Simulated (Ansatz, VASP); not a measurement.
**Si2S: VASP beside Ansatz**

Contents of INCAR:

```
ALGO = Normal
EDIFF = 1E-6
EDIFFG = -0.01
ENCUT = 600
GGA = PE
IBRION = 2
ISIF = 3
ISMEAR = 0
LASPH = True
LCHARG = False
LREAL = False
LWAVE = False
NELM = 80
NSW = 100
PREC = Accurate
SIGMA = 0.1
```

KPOINTS

```
k-points
0
Gamma
  18 18 18
```

Contents of POSCAR:

```
Si2S
1.0
   -1.7095043745      1.7095043745      4.1936279188
    1.7095043745     -1.7095043745      4.1936279188
    1.7095043745      1.7095043745     -4.1936279188
Si S
2 1
Direct
    0.6650000000      0.6650000000      0.0000000000
    0.3350000000      0.3350000000      0.0000000000
    0.0000000000      0.0000000000      0.0000000000
```

Input for Ansatz:

```yaml
crystal:
  lattice:
    - [-1.7095043745, 1.7095043745, 4.1936279188]
    - [1.7095043745, -1.7095043745, 4.1936279188]
    - [1.7095043745, 1.7095043745, -4.1936279188]
  atoms:
    - { symbol: Si, position: [0.665, 0.665, 0.0] }
    - { symbol: Si, position: [0.335, 0.335, 0.0] }
    - { symbol: S, position: [0.0, 0.0, 0.0] }
basis:
  ecutwfc: 420
kpoints:
  mp_grid: { grid: [18, 18, 18] }
hamiltonian:
  xc: pbe
scf:
  occupations: { method: gaussian, width: 0.1 }
output:
  forces: true
  stress: true
  eigenvalues: true
relax:
  adjacent_minimum: "off"
  f_tol: 0.01
  max_steps: 80
  cell: { stress_tol: 0.05 }
```

Alike in both runs: task relaxation of cell and atoms; functional PBE; k mesh 18 × 18 × 18; occupations gaussian, width 0.1 eV; no spin polarisation.

|  | VASP | Ansatz |
| --- | --- | --- |
| version | VASP 6.6.1 | Ansatz 0.2.0 |
| potentials or method | VASP PAW PBE potentials, release 64 (Si, S), cutoff 600 eV | scalar-relativistic, plane waves, PAW |
| valence electrons in the cell | 14 | 14 |

Ansatz gave:

| Quantity | Value |
| --- | --- |
| gap on the k mesh at the Fermi level, each at its own relaxed structure (eV) | none |
| relaxed volume (Å³/atom) | 15.37 |
| relaxed length of the cell vector where the two differ most in proportion (Å) | 5.055 |

Q: Which values does VASP return?

A: gap on the k mesh at the Fermi level, each at its own relaxed structure (eV): none; relaxed volume (Å³/atom): 15.36; relaxed length of the cell vector where the two differ most in proportion (Å): 5.052.

A gap of «none» marks a metal or a gap that the smearing closes.
